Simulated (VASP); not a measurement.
# ZrB (Fm-3m) in VASP: a series of runs

ZrB is run at these levels: r2SCAN; tasks: single point.

All numbers are computed with VASP 6.6.1; they aren't measurements. Logs are shortened: lines on timing, memory, paths and dates and some standing lists are left out, and cuts for length are marked.

**1. The cell of the first run**

Symmetry: Fm-3m, No. 225, cubic system. The conventional cell has a = 4.555 Å, b = 4.555 Å, c = 4.555 Å, α = 90.00°, β = 90.00°, γ = 90.00°. Within 3.0 Å of Zr (site symmetry m-3m) lie 6 B at 2.28 Å. B (site symmetry m-3m) has 6 Zr at 2.28 Å within 3.0 Å.

**2. Single point, r2SCAN**

POSCAR reads:

```
ZrB
1.0
    0.0000000000      2.2775377028      2.2775377028
    2.2775377028      0.0000000000      2.2775377028
    2.2775377028      2.2775377028      0.0000000000
Zr B
1 1
Direct
    0.0000000000      0.0000000000      0.0000000000
    0.5000000000      0.5000000000      0.5000000000
```

INCAR.step1 reads:

```
PREC = Accurate
ENCUT = 520
ISMEAR = -1
SIGMA = 0.1
LREAL = False
LASPH = True
NELM = 100
NBANDS = 14
GGA = PE
ALGO = Normal
EDIFF = 1E-4
LWAVE = True
LCHARG = False
```

INCAR.step2 reads:

```
PREC = Accurate
ENCUT = 520
EDIFF = 1E-6
ISMEAR = -1
SIGMA = 0.1
LREAL = False
LASPH = True
NELM = 100
ALGO = Normal
ISIF = 2
LWAVE = False
LCHARG = False
METAGGA = R2SCAN
LMIXTAU = True
NBANDS = 14
ISTART = 1
```

KPOINTS reads:

```
regular mesh
0
Gamma
  9 9 9
```

Potentials or basis: VASP PAW PBE potentials, release 64 (Zr_sv, B).

On the command line:

```bash
> cat potpaw_PBE.64/Zr_sv/POTCAR potpaw_PBE.64/B/POTCAR > POTCAR
> cp INCAR.step1 INCAR
> mpirun -np 1 vasp_std > vasp.out
> cp INCAR.step2 INCAR
> mpirun -np 1 vasp_std > vasp.out
```

OUTCAR:

```text
PREC = Accurate
   ENCUT = 520
   EDIFF = 1E-6
   ISMEAR = -1
   LREAL = False
   LASPH = True
   NELM = 100
   ISIF = 2
   METAGGA = R2SCAN
   ISTART = 1

 ion  position               nearest neighbor table
   1  0.000  0.000  0.000-   2 2.28   2 2.28   2 2.28   2 2.28   2 2.28   2 2.28
   2  0.500  0.500  0.500-   1 2.28   1 2.28   1 2.28   1 2.28   1 2.28   1 2.28

  LATTYP: Found a face centered cubic cell.
 ALAT       =     4.5550754056

  Lattice vectors:

 A1 = (   0.0000000000,   2.2775377028,   2.2775377028)
 A2 = (   2.2775377028,   0.0000000000,   2.2775377028)
 A3 = (   2.2775377028,   2.2775377028,   0.0000000000)

Analysis of symmetry for initial positions (statically):
=====================================================================
 Subroutine PRICEL returns:
 Original cell was already a primitive cell.

 Routine SETGRP: Setting up the symmetry group for a
 face centered cubic supercell.

 Subroutine GETGRP returns: Found 48 space group operations
 (whereof 48 operations were pure point group operations)
 out of a pool of 48 trial point group operations.

The static configuration has the point symmetry O_h .

Analysis of symmetry for dynamics (positions and initial velocities):
=====================================================================
 Subroutine PRICEL returns:
 Original cell was already a primitive cell.

 Routine SETGRP: Setting up the symmetry group for a
 face centered cubic supercell.

 Subroutine GETGRP returns: Found 48 space group operations
 (whereof 48 operations were pure point group operations)
 out of a pool of 48 trial point group operations.

The dynamic configuration has the point symmetry O_h .

 Subroutine INISYM returns: Found 48 space group operations
 (whereof 48 operations are pure point group operations),
 and found     1 'primitive' translations

----------------------------------------------------------------------------------------

                                     Primitive cell

  volume of cell :      23.6280

  direct lattice vectors                    reciprocal lattice vectors
     0.000000000  2.277537703  2.277537703    -0.219535334  0.219535334  0.219535334
     2.277537703  0.000000000  2.277537703     0.219535334 -0.219535334  0.219535334
     2.277537703  2.277537703  0.000000000     0.219535334  0.219535334 -0.219535334

  length of vectors
     3.220924708  3.220924708  3.220924708     0.380246352  0.380246352  0.380246352

  position of ions in fractional coordinates (direct lattice)
     0.000000000  0.000000000  0.000000000
     0.500000000  0.500000000  0.500000000

  ion indices of the primitive-cell ions
   primitive index   ion index
                 1           1
                 2           2

----------------------------------------------------------------------------------------

 KPOINTS: regular mesh

Automatic generation of k-mesh.
 Grid dimensions read from file:
 generate k-points for:    9    9    9

 Generating k-lattice:

  Cartesian coordinates                     Fractional coordinates (reciprocal lattice)
    -0.024392815  0.024392815  0.024392815     0.111111111  0.000000000  0.000000000
     0.024392815 -0.024392815  0.024392815     0.000000000  0.111111111  0.000000000
     0.024392815  0.024392815 -0.024392815     0.000000000  0.000000000  0.111111111

  Length of vectors
     0.042249595  0.042249595  0.042249595

  Shift w.r.t. Gamma in fractional coordinates (k-lattice)
     0.000000000  0.000000000  0.000000000

 Subroutine IBZKPT returns following result:
 ===========================================

 Found     35 irreducible k-points:

 Following reciprocal coordinates:
            Coordinates               Weight
  0.000000  0.000000  0.000000      1.000000
  0.111111  0.000000  0.000000      8.000000
  0.222222  0.000000  0.000000      8.000000
  0.333333  0.000000  0.000000      8.000000
  0.444444  0.000000  0.000000      8.000000
  0.111111  0.111111  0.000000      6.000000
[... 16 lines left out ...]
 -0.333333  0.333333  0.000000     12.000000
  0.444444  0.444444  0.000000      6.000000
 [... further k-points ...]
   k-points           NKPTS =     35   k-points in BZ     NKDIM =     35   number of bands    NBANDS=     14
   number of dos      NEDOS =    301   number of ions     NIONS =      2
   total plane-waves  NPLWV =  13824
   dimension x,y,z NGX =    24 NGY =   24 NGZ =   24
   dimension x,y,z NGXF=    48 NGYF=   48 NGZF=   48
   ions per type =               1   1
   NGX,Y,Z   is equivalent  to a cutoff of  12.39, 12.39, 12.39 a.u.
   NGXF,Y,Z  is equivalent  to a cutoff of  24.77, 24.77, 24.77 a.u.
 SYSTEM =  unknown system
   PREC   = accura    normal or accurate (medium, high low for compatibility)
   ISTART =      1    job   : 0-new  1-cont  2-samecut
   ICHARG =      0    charge: 1-file 2-atom 10-const
   ISPIN  =      1    spin polarized calculation?
   LNONCOLLINEAR =      F non collinear calculations
   LSORBIT =      F    spin-orbit coupling
   LASPH  =      T    aspherical Exc in radial PAW
   ENCUT  =  520.0 eV  38.22 Ry    6.18 a.u.   5.99  5.99  5.99*2*pi/ulx,y,z
   NELM   =    100;   NELMIN=  2; NELMDL=  0     # of ELM steps
   EDIFF  = 0.1E-05   stopping-criterion for ELM
   LREAL  =      F    real-space projection
   EDIFFG = 0.1E-04   stopping-criterion for IOM
   NSW    =      0    number of steps for IOM
   IBRION =     -1    ionic relax: 0-MD 1-quasi-New 2-CG
   NFREE  =      0    steps in history (QN), initial steepest desc. (CG)
   ISIF   =      2    stress and relaxation
   ISYM   =      2    0-nonsym 1-usesym 2-fastsym
   POTIM  = 0.5000    time-step for ionic-motion
   TEBEG  =    0.0;   TEEND  =   0.0 temperature during run
   PSTRESS=    0.0 pullay stress
   NELECT =      15.0000    total number of electrons
   NUPDOWN=      -1.0000    fix difference up-down
   EMIN   =  10.00;   EMAX   =-10.00  energy-range for DOS
   EFERMI =   0.00;   METHOD = LEGACY
   ISMEAR =    -1;   SIGMA  =   0.10  broadening in eV -4-tet -1-fermi 0-gaus
   EFERMI_NEDOS =   21; number of points for ismear=-14 and -15
   IALGO  =     38    algorithm
   IMIX   =      4    mixing-type and parameters
     AMIX     =   0.40;   BMIX     =  1.00
     AMIX_MAG =   1.60;   BMIX_MAG =  1.00
  volume/ion in A,a.u.               =      11.81        79.72
  Fermi-wavevector in a.u.,A,eV,Ry     =   1.407007  2.658858 26.935038  1.979669
  Thomas-Fermi vector in A             =   2.529310
   LORBIT       =      0    0 simple, 1 ext, 2 COOP (PROOUT), +10 PAW based schemes
   METAGGA = R2SCAN    functional components
   LHFCALC =     F    Hartree Fock is set to
   AEXX    =    0.0000 exact exchange contribution
   IVDW    =     0    specifies the selected vdW correction
   LEPSILON=     F    determine dielectric tensor
   LRPA    =     F    only Hartree local field effects (RPA)
 non-spin polarized calculation
  energy-cutoff  :      520.00
  volume of cell :       23.63
 maximum number of plane-waves:       650
   NGX = 11   NGY = 11   NGZ = 11

 number of electron      15.0000000 magnetization

 Free energy of the ion-electron system (eV)
  ---------------------------------------------------
  ext. energy  EPLUGINS =         0.00000000
  ---------------------------------------------------
  free energy    TOTEN  =       -30.10661566 eV

  energy without entropy =      -30.07518415  energy(sigma->0) =      -30.09089991

 E-fermi :   9.6820     XC(G=0): -13.4830

 val. band max:        9.5935566865   @ k =  -0.4444   0.3333   0.1111
 cond. band min:       9.7606726755   @ k =   0.4444   0.2222   0.0000
 fundamental gap:      0.1671159890
 Fermi energy:         9.6820412030

 k-point     1 :       0.0000    0.0000    0.0000
  band No.  band energies     occupation
      1     -38.4750      2.00000
      2     -15.4449      2.00000
      3     -15.4449      2.00000
      4     -15.4449      2.00000
      5       0.6725      2.00000
      6      11.8998      0.00000
      7      11.8998      0.00000
      8      11.8998      0.00000
      9      13.7730      0.00000
     10      13.7730      0.00000
     11      13.8312      0.00000
     12      13.8312      0.00000
     13      13.8312      0.00000
     14      21.4754      0.00000

 k-point     2 :       0.1111    0.0000    0.0000
  band No.  band energies     occupation
      1     -38.4553      2.00000
      2     -15.6043      2.00000
      3     -15.4584      2.00000
      4     -15.4584      2.00000
      5       1.0551      2.00000
      6      10.8446      0.00002
      7      11.3388      0.00000
      8      11.3388      0.00000
      9      12.5963      0.00000
     10      12.5963      0.00000
     11      14.3509      0.00000
     12      16.3167      0.00000
     13      16.3167      0.00000
     14      22.4034      0.00000

 k-point     3 :       0.2222    0.0000    0.0000
  band No.  band energies     occupation
      1     -38.4052      2.00000
      2     -15.9901      2.00000
      3     -15.4922      2.00000
      4     -15.4922      2.00000
      5       2.0726      2.00000
      6       9.1640      1.98881
      7       9.7975      0.47945
      8       9.7975      0.47945
      9      13.4293      0.00000
     10      13.4293      0.00000
     11      14.9474      0.00000
     12      19.1651      0.00000
     13      19.1651      0.00000
     14      24.1174      0.00000

 k-point     4 :       0.3333    0.0000    0.0000
  band No.  band energies     occupation
      1     -38.3474      2.00000
      2     -16.4023      2.00000
      3     -15.5302      2.00000
      4     -15.5301      2.00000
      5       3.4151      2.00000
      6       7.6178      2.00000
      7       8.6820      1.99991
      8       8.6820      1.99991
      9      14.7895      0.00000
     10      14.7895      0.00000
     11      15.7712      0.00000
     12      22.0329      0.00000
     13      22.0329      0.00000
     14      22.3630      0.00000

 k-point     5 :       0.4444    0.0000    0.0000
  band No.  band energies     occupation
      1     -38.3093      2.00000
      2     -16.6585      2.00000
      3     -15.5546      2.00000
      4     -15.5546      2.00000
      5       4.7364      2.00000
      6       6.3138      2.00000
      7       8.1131      2.00000
      8       8.1131      2.00000
      9      16.0339      0.00000
     10      16.0339      0.00000
     11      17.2563      0.00000
[... 276 lines left out ...]
 k-point    22 :      -0.4444    0.3333    0.0000
  band No.  band energies     occupation
      1     -38.2549      2.00000
      2     -16.4227      2.00000
      3     -16.0558      2.00000
      4     -15.7726      2.00000
      5       3.3097      2.00000
      6       7.8920      2.00000
      7       8.9812      1.99819
      8      10.1819      0.01341
      9      13.0822      0.00000
     10      16.8044      0.00000
     11      17.8190      0.00000
     12      19.3818      0.00000
     13      21.6585      0.00000
     14      25.1209      0.00000

 k-point    23 :      -0.3333    0.3333    0.0000
  band No.  band energies     occupation
      1     -38.2608      2.00000
      2     -16.2770      2.00000
      3     -16.2403      2.00000
      4     -15.6933      2.00000
      5       4.0015      2.00000
      6       7.1614      2.00000
      7       8.8132      1.99966
      8       9.2207      1.98035
      9      14.4066      0.00000
     10      15.8791      0.00000
     11      17.9296      0.00000
     12      20.3837      0.00000
     13      21.9366      0.00000
     14      25.1221      0.00000

 k-point    24 :       0.4444    0.4444    0.0000
  band No.  band energies     occupation
      1     -38.2534      2.00000
      2     -16.5259      2.00000
      3     -15.8581      2.00000
      4     -15.8581      2.00000
      5       2.5260      2.00000
      6       8.4763      1.99999
      7       9.2496      1.97385
      8      12.4417      0.00000
      9      12.4417      0.00000
     10      15.6764      0.00000
     11      17.6757      0.00000
     12      17.6757      0.00000
     13      22.2853      0.00000
     14      24.9211      0.00000

 [... further k-points ...]
[... 5 lines left out ...]
  --------------------------------------------------------------------------------------
  -------------------------------------------------------------------------------------
  Total        8.3913952      8.3913952      8.3913952      0.0000000      0.0000000      0.0000000
  in kB      569.0075627    569.0075627    569.0075627      0.0000000      0.0000000      0.0000000
  external PRESSURE =     569.0075627 kB  Pullay stress =       0.0000000 kB

 VOLUME and BASIS-vectors are now :
 -----------------------------------------------------------------------------
  energy-cutoff  :      520.00
  volume of cell :       23.63
      direct lattice vectors                 reciprocal lattice vectors
     0.000000000  2.277537703  2.277537703    -0.219535334  0.219535334  0.219535334
     2.277537703  0.000000000  2.277537703     0.219535334 -0.219535334  0.219535334
     2.277537703  2.277537703  0.000000000     0.219535334  0.219535334 -0.219535334

 POSITION                                       TOTAL-FORCE (eV/Angst)
 -----------------------------------------------------------------------------------
      0.00000      0.00000      0.00000        -0.000000     -0.000000     -0.000000
      2.27754      2.27754      2.27754         0.000000      0.000000      0.000000
 -----------------------------------------------------------------------------------
    total drift:                                0.000000     -0.000000     -0.000000

  FREE ENERGIE OF THE ION-ELECTRON SYSTEM (eV)
  ---------------------------------------------------
  free  energy   TOTEN  =       -30.1066156626 eV

  energy  without entropy=      -30.0751841512  energy(sigma->0) =      -30.09089991
```

It took 16 s on 1 thread of Intel Xeon 6975P-C (Granite Rapids), shared host; peak memory 0.15 GiB.

Results:

| Quantity | Value |
| --- | --- |
| Free energy | -30.1066 eV |
| Pressure | 56.9 GPa |

Levels at points of the mesh, in eV from the Fermi level:
```
           k point  band 5  band 6  band 7  band 8  band 9  band 10  band 11  band 12
(0.00, 0.00, 0.00)   -9.01    2.22    2.22    2.22    4.09     4.09     4.15     4.15
```

Caveat: the PAW data sets were made with another functional, which shifts forces and pressure a little.

**3. Single point, r2SCAN**

This run uses another cell than the first one, of 12.07 Å³/atom, 1.021 times its volume.

POSCAR reads:

```
ZrB
1.0
    0.0000000000      2.2935772291      2.2935772291
    2.2935772291      0.0000000000      2.2935772291
    2.2935772291      2.2935772291      0.0000000000
Zr B
1 1
Direct
    0.0000000000      0.0000000000      0.0000000000
    0.5000000000      0.5000000000      0.5000000000
```

INCAR.step1 reads:

```
SYSTEM = ZrB
PREC = Accurate ; ENCUT = 520
ISMEAR = -1 ; SIGMA = 0.1
LREAL = .FALSE. ; LASPH = .TRUE.
NELM = 100 ; NBANDS = 14
GGA = PE ; ALGO = Normal
EDIFF = 1E-4 ; LWAVE = .TRUE.
LCHARG = .FALSE.
```

INCAR.step2 reads:

```
SYSTEM = ZrB
PREC = Accurate ; ENCUT = 520
EDIFF = 1E-7 ; ISMEAR = -1
SIGMA = 0.1 ; LREAL = .FALSE.
LASPH = .TRUE. ; NELM = 100
ALGO = Normal ; ISIF = 2
LWAVE = .FALSE. ; LCHARG = .TRUE.
METAGGA = R2SCAN ; LMIXTAU = .TRUE.
LELF = .TRUE. ; LVHAR = .TRUE.
NBANDS = 14 ; ISTART = 1
```

KPOINTS reads:

```
regular mesh
0
G
  9 9 9
  0 0 0
```

Potentials or basis: VASP PAW PBE potentials, release 64 (Zr_sv, B).

On the command line:

```bash
> cat potpaw_PBE.64/Zr_sv/POTCAR potpaw_PBE.64/B/POTCAR > POTCAR
> cp INCAR.step1 INCAR
> mpirun -np 1 vasp_std > vasp.out
> cp INCAR.step2 INCAR
> mpirun -np 1 vasp_std > vasp.out
```

OUTCAR:

```text
SYSTEM = ZrB
   PREC = Accurate
   ENCUT = 520
   EDIFF = 1E-7
   ISMEAR = -1
   LREAL = .FALSE.
   LASPH = .TRUE.
   NELM = 100
   ISIF = 2
   METAGGA = R2SCAN
   ISTART = 1

 ion  position               nearest neighbor table
   1  0.000  0.000  0.000-   2 2.29   2 2.29   2 2.29   2 2.29   2 2.29   2 2.29
   2  0.500  0.500  0.500-   1 2.29   1 2.29   1 2.29   1 2.29   1 2.29   1 2.29

  LATTYP: Found a face centered cubic cell.
 ALAT       =     4.5871544582

[... 594 lines left out ...]
 [... further k-points ...]

------------------------ aborting loop because EDIFF is reached ----------------------------------------

  FORCE on cell =-STRESS in cart. coord.  units (eV):
  Direction    XX          YY          ZZ          XY          YZ          ZX
  --------------------------------------------------------------------------------------
  -------------------------------------------------------------------------------------
  Total        7.4785597      7.4785597      7.4785597      0.0000000     -0.0000000      0.0000000
  in kB      496.5448118    496.5448118    496.5448118      0.0000000     -0.0000000      0.0000000
  external PRESSURE =     496.5448118 kB  Pullay stress =       0.0000000 kB

 VOLUME and BASIS-vectors are now :
 -----------------------------------------------------------------------------
  energy-cutoff  :      520.00
  volume of cell :       24.13
      direct lattice vectors                 reciprocal lattice vectors
     0.000000000  2.293577229  2.293577229    -0.218000072  0.218000072  0.218000072
     2.293577229  0.000000000  2.293577229     0.218000072 -0.218000072  0.218000072
     2.293577229  2.293577229  0.000000000     0.218000072  0.218000072 -0.218000072

 POSITION                                       TOTAL-FORCE (eV/Angst)
 -----------------------------------------------------------------------------------
      0.00000      0.00000      0.00000         0.000000      0.000000      0.000000
      2.29358      2.29358      2.29358        -0.000000     -0.000000     -0.000000
 -----------------------------------------------------------------------------------
    total drift:                                0.000000     -0.000000     -0.000000

  FREE ENERGIE OF THE ION-ELECTRON SYSTEM (eV)
  ---------------------------------------------------
  free  energy   TOTEN  =       -30.2738665027 eV

  energy  without entropy=      -30.2426571042  energy(sigma->0) =      -30.25826180
```

OUTCAR.step1:

```text
SYSTEM = ZrB
   PREC = Accurate
   ENCUT = 520
   ISMEAR = -1
   LREAL = .FALSE.
   LASPH = .TRUE.
[... 628 lines left out ...]
      0.00000      0.00000      0.00000         0.000000     -0.000000     -0.000000
      2.29358      2.29358      2.29358        -0.000000      0.000000      0.000000
 -----------------------------------------------------------------------------------
    total drift:                                0.000000     -0.000000     -0.000000

  FREE ENERGIE OF THE ION-ELECTRON SYSTEM (eV)
  ---------------------------------------------------
  free  energy   TOTEN  =       -15.3418044596 eV

  energy  without entropy=      -15.3079950489  energy(sigma->0) =      -15.32489975
```

Run time: 17 s. Hardware: 1 thread of Intel Xeon 6975P-C (Granite Rapids), shared host; peak memory 0.14 GiB.

What came out:

```
Free energy : -30.2739 eV
Pressure    : 49.7 GPa
```

Caveat: the PAW data sets were made with another functional, which shifts forces and pressure a little.

(Continued in part 2 of 2.)
